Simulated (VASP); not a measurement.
The system is Ru.

```
Ru
1.0
     2.70389    0.00000    0.00000
    -1.35194    2.34164    0.00000
     0.00000    0.00000    4.28168
Ru
2
Direct
  0.33333 0.66667 0.25000
  0.66667 0.33333 0.75000
```

| Quantity | Value |
| --- | --- |
| Program | VASP 6.6.1 |
| Task | relaxation of cell and atoms |
| Functional | LDA |
| Potentials or basis | VASP PAW LDA potentials, release 64 (Ru_pv) |
| Cutoff | 600 eV |
| k mesh | 21 × 21 × 12 |
| Occupations | fermi-dirac, width 0.05 eV |
| Spin | no spin polarisation |

At the start: pressure -11.1 GPa; volume 13.55 Å³/atom.

Where does the relaxation end?

Over 15 steps the energy falls by 15.6 meV/atom and the volume is 13.12 Å³/atom (-3.2 %); space group P6_3/mmc (No. 194, to 0.05 Å).

The path:
```
step  energy change (eV)  largest force (eV/Å)  pressure (GPa)  volume (Å³)
   1              0.0000                0.0000          -11.07        27.11
   2              0.3480                0.0000           50.56        23.60
   3             -0.0311                0.0000           -0.54        26.28
   4             -0.0311                0.0000           -0.04        26.25
   5             -0.0311                0.0000            0.19        26.23
   6             -0.0311                0.0000           -0.48        26.28
   7             -0.0312                0.0000           -0.04        26.25
   8             -0.0312                0.0000           -0.14        26.25
   9             -0.0312                0.0000           -0.15        26.25
  10             -0.0312                0.0000           -0.11        26.25
  11             -0.0312                0.0000            0.05        26.24
  12             -0.0312                0.0000            0.04        26.24
  13             -0.0312                0.0000           -0.04        26.25
  14             -0.0312                0.0000           -0.02        26.25
  15             -0.0312                0.0000           -0.01        26.25
```

Final structure:
```xyz
2
Lattice="2.6777 0.0000 0.0000 -1.3388 2.3189 0.0000 0.0000 0.0000 4.2269" Properties=species:S:1:pos:R:3 pbc="T T T"
Ru    0.0000    1.5460    1.0567
Ru    1.3388    0.7730    3.1701
```
